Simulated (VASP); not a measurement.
The system is TiO2.

```
CELL_PARAMETERS angstrom
4.59984 0.00000 0.00000
0.00000 4.59984 0.00000
0.00000 0.00000 2.95921
ATOMIC_POSITIONS crystal
Ti 0.50000 0.50000 0.00000
Ti 0.00000 0.00000 0.50000
O 0.69568 0.69568 0.50000
O 0.80432 0.19568 0.00000
O 0.19568 0.80432 0.00000
O 0.30432 0.30432 0.50000
```

* Program: VASP 6.6.1
* Task: relaxation of cell and atoms
* Functional: PBE
* Potentials or basis: VASP PAW PBE potentials, release 64 (Ti_sv, O)
* Cutoff: 600 eV
* k mesh: 6 × 6 × 10
* Occupations: gaussian, width 0.02 eV
* Spin: no spin polarisation

At the start: pressure 4.7 GPa; volume 10.44 Å³/atom.

Problem. Where does the relaxation end?

Solution. Over 5 steps the energy falls by 3.4 meV/atom and the volume is 10.67 Å³/atom (+2.2 %); space group P4_2/mnm (No. 136, to 0.05 Å).

Step by step:
```
step  energy change (eV)  largest force (eV/Å)  pressure (GPa)  volume (Å³)
   1              0.0000                0.0197            4.69        62.61
   2              0.0068                0.1945           -5.08        65.42
   3             -0.0183                0.0810           -0.02        63.88
   4             -0.0201                0.0223            0.02        63.97
   5             -0.0203                0.0050            0.04        64.01
```

Final structure:
```
CELL_PARAMETERS angstrom
4.64479 0.00000 0.00000
0.00000 4.64479 0.00000
0.00000 0.00000 2.96689
ATOMIC_POSITIONS crystal
Ti 0.50000 0.50000 0.00000
Ti 0.00000 0.00000 0.50000
O 0.69498 0.69498 0.50000
O 0.80502 0.19498 0.00000
O 0.19498 0.80502 0.00000
O 0.30502 0.30502 0.50000
```
